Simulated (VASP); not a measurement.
# Ti (Fd-3m) in VASP: a series of runs

The runs below take Ti through single point, with LDA.

All numbers are computed with VASP 6.6.1; they aren't measurements. Logs are shortened: lines on timing, memory, paths and dates and some standing lists are left out, and cuts for length are marked.

### 1 The cell of the first run

Symmetry: Fd-3m, No. 227, cubic system. The conventional cell has a = 5.288 Å, b = 5.288 Å, c = 5.288 Å, α = 90.00°, β = 90.00°, γ = 90.00°. Ti (site symmetry -43m) has 4 Ti at 2.29 Å within 3.0 Å.

### 2 Single point, LDA (volume scaled by 0.96)

The input, INCAR:

```
  ALGO = Normal
  EDIFF = 1E-7
  ENCUT = 520
  GGA = CA
  ISIF = 2
  ISMEAR = -1
  LASPH = True
  LCHARG = True
  LELF = True
  LREAL = False
  LVHAR = True
  LWAVE = False
  NBANDS = 19
  NELM = 100
  PREC = Accurate
  SIGMA = 0.1
```

The input, KPOINTS:

```
k-points
0
Gamma
  11 11 11
```

The input, POSCAR:

```
Ti
1.0
    0.0000000000      2.6442084183      2.6442084183
    2.6442084183      0.0000000000      2.6442084183
    2.6442084183      2.6442084183      0.0000000000
Ti
2
Direct
    0.1250000000      0.1250000000      0.1250000000
    0.8750000000      0.8750000000      0.8750000000
```

Potentials or basis: VASP PAW LDA potentials, release 64 (Ti_sv).

Command:

```bash
> cat potpaw_LDA.64/Ti_sv/POTCAR > POTCAR
> mpirun -np 1 vasp_std > vasp.out
```

OUTCAR:

```text
EDIFF = 1E-7
   ENCUT = 520
   GGA = CA
   ISIF = 2
   ISMEAR = -1
   LASPH = True
   LREAL = False
   NELM = 100
   PREC = Accurate

 ion  position               nearest neighbor table
   1  0.125  0.125  0.125-   2 2.29   2 2.29   2 2.29   2 2.29
   2  0.875  0.875  0.875-   1 2.29   1 2.29   1 2.29   1 2.29

  LATTYP: Found a face centered cubic cell.
 ALAT       =     5.2884168366

  Lattice vectors:

 A1 = (   0.0000000000,   2.6442084183,   2.6442084183)
 A2 = (   2.6442084183,   0.0000000000,   2.6442084183)
 A3 = (   2.6442084183,   2.6442084183,   0.0000000000)

Analysis of symmetry for initial positions (statically):
=====================================================================
 Subroutine PRICEL returns:
 Original cell was already a primitive cell.

 Routine SETGRP: Setting up the symmetry group for a
 face centered cubic supercell.

 Subroutine GETGRP returns: Found 48 space group operations
 (whereof 12 operations were pure point group operations)
 out of a pool of 48 trial point group operations.

The static configuration has the point symmetry D_3d.
 The point group associated with its full space group is O_h .

Analysis of symmetry for dynamics (positions and initial velocities):
=====================================================================
 Subroutine PRICEL returns:
 Original cell was already a primitive cell.

 Routine SETGRP: Setting up the symmetry group for a
 face centered cubic supercell.

 Subroutine GETGRP returns: Found 48 space group operations
 (whereof 12 operations were pure point group operations)
 out of a pool of 48 trial point group operations.

The dynamic configuration has the point symmetry D_3d.
 The point group associated with its full space group is O_h .

 Subroutine INISYM returns: Found 48 space group operations
 (whereof 12 operations are pure point group operations),
 and found     1 'primitive' translations

----------------------------------------------------------------------------------------

                                     Primitive cell

  volume of cell :      36.9758

  direct lattice vectors                    reciprocal lattice vectors
     0.000000000  2.644208418  2.644208418    -0.189092507  0.189092507  0.189092507
[... 80 lines left out ...]
   ISPIN  =      1    spin polarized calculation?
   LNONCOLLINEAR =      F non collinear calculations
   LSORBIT =      F    spin-orbit coupling
   LASPH  =      T    aspherical Exc in radial PAW
   ENCUT  =  520.0 eV  38.22 Ry    6.18 a.u.   6.95  6.95  6.95*2*pi/ulx,y,z
   NELM   =    100;   NELMIN=  2; NELMDL= -5     # of ELM steps
   EDIFF  = 0.1E-06   stopping-criterion for ELM
   LREAL  =      F    real-space projection
   EDIFFG = 0.1E-05   stopping-criterion for IOM
   NSW    =      0    number of steps for IOM
   IBRION =     -1    ionic relax: 0-MD 1-quasi-New 2-CG
   NFREE  =      0    steps in history (QN), initial steepest desc. (CG)
   ISIF   =      2    stress and relaxation
   ISYM   =      2    0-nonsym 1-usesym 2-fastsym
   POTIM  = 0.5000    time-step for ionic-motion
   TEBEG  =    0.0;   TEEND  =   0.0 temperature during run
   PSTRESS=    0.0 pullay stress
   NELECT =      24.0000    total number of electrons
   NUPDOWN=      -1.0000    fix difference up-down
   EMIN   =  10.00;   EMAX   =-10.00  energy-range for DOS
   EFERMI =   0.00;   METHOD = LEGACY
   ISMEAR =    -1;   SIGMA  =   0.10  broadening in eV -4-tet -1-fermi 0-gaus
   EFERMI_NEDOS =   21; number of points for ismear=-14 and -15
   IALGO  =     38    algorithm
   IMIX   =      4    mixing-type and parameters
     AMIX     =   0.40;   BMIX     =  1.00
     AMIX_MAG =   1.60;   BMIX_MAG =  1.00
  volume/ion in A,a.u.               =      18.49       124.76
  Fermi-wavevector in a.u.,A,eV,Ry     =   1.417445  2.678583 27.336151  2.009150
  Thomas-Fermi vector in A             =   2.538674
   LORBIT       =      0    0 simple, 1 ext, 2 COOP (PROOUT), +10 PAW based schemes
   GGA     = CA    functional components
   LHFCALC =     F    Hartree Fock is set to
   AEXX    =    0.0000 exact exchange contribution
   IVDW    =     0    specifies the selected vdW correction
   LEPSILON=     F    determine dielectric tensor
   LRPA    =     F    only Hartree local field effects (RPA)
 non-spin polarized calculation
  energy-cutoff  :      520.00
  volume of cell :       36.98
 maximum number of plane-waves:      1010
   NGX = 13   NGY = 13   NGZ = 13

 number of electron      24.0000006 magnetization

 Free energy of the ion-electron system (eV)
  ---------------------------------------------------
  ext. energy  EPLUGINS =         0.00000000
  ---------------------------------------------------
  free energy    TOTEN  =       -12.59815873 eV

  energy without entropy =      -12.42793691  energy(sigma->0) =      -12.51304782

 E-fermi :   7.1005     XC(G=0): -11.1587

 val. band max:        7.0935873304   @ k =   0.1818   0.0909   0.0000
 cond. band min:       7.1059466883   @ k =   0.4545   0.3636   0.0000
 fundamental gap:      0.0123593579
 Fermi energy:         7.1005493672

 k-point     1 :       0.0000    0.0000    0.0000
  band No.  band energies     occupation
      1     -48.9443      2.00000
      2     -47.9140      2.00000
      3     -25.8229      2.00000
      4     -25.8229      2.00000
      5     -25.8229      2.00000
      6     -24.5848      2.00000
[... 505 lines left out ...]
      6     -24.6599      2.00000
[... 11 lines left out ...]
     18      11.2127      0.00000
     19      12.1501      0.00000

 [... further k-points ...]

------------------------ aborting loop because EDIFF is reached ----------------------------------------

  FORCE on cell =-STRESS in cart. coord.  units (eV):
  Direction    XX          YY          ZZ          XY          YZ          ZX
  --------------------------------------------------------------------------------------
  -------------------------------------------------------------------------------------
  Total        0.4999998      0.4999998      0.4999998      0.0000000      0.0000000     -0.0000000
  in kB       21.6652317     21.6652317     21.6652317      0.0000000      0.0000000     -0.0000000
  external PRESSURE =      21.6652317 kB  Pullay stress =       0.0000000 kB

 VOLUME and BASIS-vectors are now :
 -----------------------------------------------------------------------------
  energy-cutoff  :      520.00
  volume of cell :       36.98
      direct lattice vectors                 reciprocal lattice vectors
     0.000000000  2.644208418  2.644208418    -0.189092507  0.189092507  0.189092507
     2.644208418  0.000000000  2.644208418     0.189092507 -0.189092507  0.189092507
     2.644208418  2.644208418  0.000000000     0.189092507  0.189092507 -0.189092507

 POSITION                                       TOTAL-FORCE (eV/Angst)
 -----------------------------------------------------------------------------------
      0.66105      0.66105      0.66105         0.000000      0.000000      0.000000
      4.62736      4.62736      4.62736        -0.000000     -0.000000     -0.000000
 -----------------------------------------------------------------------------------
    total drift:                                0.000000     -0.000000     -0.000000

  FREE ENERGIE OF THE ION-ELECTRON SYSTEM (eV)
  ---------------------------------------------------
  free  energy   TOTEN  =       -12.5981587288 eV

  energy  without entropy=      -12.4279369111  energy(sigma->0) =      -12.51304782
```

stdout:

```text
POSCAR found type information on POSCAR Ti
 POSCAR found :  1 types and       2 ions
 scaLAPACK will be used
 LDA part: xc-table for (Slater(with rela. corr.)+CA(PZ))
 , standard interpolation
 POSCAR, INCAR and KPOINTS ok, starting setup
 FFT: planning ... GRIDC
 FFT: planning ... GRID_SOFT
 FFT: planning ... GRID
 WAVECAR not read
 entering main loop
```

Wall time 15 s (1 thread of Intel Xeon 6975P-C (Granite Rapids), shared host); peak memory 0.15 GiB.

What came out:

```
Free energy            : -12.5982 eV
Pressure               : 2.2 GPa
Band gap on the k mesh : zero (band 12 reaches 7.39 eV, above the bottom of band 13 at 6.87 eV)
```

Levels at points of the mesh, in eV from the Fermi level:
```csv
k point,band 9,band 10,band 11,band 12,band 13,band 14,band 15,band 16
"(0.00, 0.00, 0.00)",-5.15,-1.03,-1.03,-0.17,-0.17,-0.17,2.07,2.07
```

Caveat: the cell differs from its parent crystal (volume scaled by 0.96).

### 3 Single point, LDA

This run uses another cell than the first one, of 19.26 Å³/atom, 1.042 times its volume.

The input, INCAR:

```
SYSTEM = Ti
ALGO = Normal
EDIFF = 1E-6
ENCUT = 520
GGA = CA
ISIF = 2
ISMEAR = -1
LASPH = .True.
LCHARG = .False.
LREAL = .False.
LWAVE = .False.
NBANDS = 19
NELM = 80
PREC = Accurate
SIGMA = 0.1
```

The input, KPOINTS:

```
k-points
0
Gamma
  11 11 11
  0 0 0
```

The input, POSCAR:

```
Ti
1.0
    0.0000000000      2.6804349531      2.6804349531
    2.6804349531      0.0000000000      2.6804349531
    2.6804349531      2.6804349531      0.0000000000
Ti
2
Direct
    0.1250000000      0.1250000000      0.1250000000
    0.8750000000      0.8750000000      0.8750000000
```

Potentials or basis: VASP PAW LDA potentials, release 64 (Ti_sv).

Command:

```bash
> cat potpaw_LDA.64/Ti_sv/POTCAR > POTCAR
> mpirun -np 1 vasp_std > vasp.out
```

Wall time 14 s (1 thread of Intel Xeon 6975P-C (Granite Rapids), shared host); peak memory 0.15 GiB.

It converged, with:

| Property | Result |
| --- | --- |
| Free energy | -12.6114 eV |
| Pressure | 0.7 GPa |
| Band gap on the k mesh | zero (band 12 reaches 6.89 eV, above the bottom of band 13 at 6.48 eV) |

Levels at points of the mesh, in eV from the Fermi level:
```csv
k point,band 8,band 9,band 10,band 11,band 12,band 13,band 14,band 15,band 16,band 17
"(0.00, 0.00, 0.00)",-31.76,-5.06,-0.93,-0.93,-0.16,-0.16,-0.16,2.00,2.00,2.00
```

### 4 Single point, LDA (volume scaled by 1.04)

The input, INCAR:

```
SYSTEM = Ti
  PREC = Accurate
  ENCUT = 520
  EDIFF = 1E-7
  ISMEAR = -1
  SIGMA = 0.1
  LREAL = .FALSE.
  LASPH = .TRUE.
  NELM = 80
  ALGO = Normal
  ISIF = 2
  LWAVE = .FALSE.
  LCHARG = .TRUE.
  LELF = .TRUE.
  LVHAR = .TRUE.
  NBANDS = 19
```

The input, KPOINTS:

```
Automatic mesh
0
G
  11 11 11
  0 0 0
```

The input, POSCAR:

```
Ti
1.0
    0.0000000000      2.7157078791      2.7157078791
    2.7157078791      0.0000000000      2.7157078791
    2.7157078791      2.7157078791      0.0000000000
Ti
2
Direct
    0.1250000000      0.1250000000      0.1250000000
    0.8750000000      0.8750000000      0.8750000000
```

Command:

```bash
> cat potpaw_LDA.64/Ti_sv/POTCAR > POTCAR
> mpirun -np 1 vasp_std > vasp.out
```

Run time: 21 s. Hardware: 1 thread of Intel Xeon 6975P-C (Granite Rapids), shared host; peak memory 0.16 GiB.

Results (log left out):

```
Free energy            : -12.6096 eV
Pressure               : -1.0 GPa
Band gap on the k mesh : zero (band 12 reaches 6.44 eV, above the bottom of band 13 at 6.12 eV)
```

Levels at points of the mesh, in eV from the Fermi level:
```csv
k point,band 10,band 11,band 12,band 13,band 14,band 15
"(0.00, 0.00, 0.00)",-0.84,-0.84,-0.15,-0.15,-0.15,1.93
```

Caveat: the cell differs from its parent crystal (volume scaled by 1.04).

### 5 Overview

```csv
cell,gap on the mesh (eV),pressure (GPa)
"a = 3.739 Å, angles 60.0°, 2 atoms",none,2.2
"a = 3.791 Å, angles 60.0°, 2 atoms",none,0.7
"a = 3.841 Å, angles 60.0°, 2 atoms",none,-1.0
```

Alike in all rows: task single point; level LDA; potentials or basis VASP PAW LDA potentials, release 64 (Ti_sv); no spin polarisation; k mesh 11 × 11 × 11; cutoff (eV) 520; smearing fermi-dirac 0.1 eV.

Absolute energies hang on the potentials; compare differences alone.
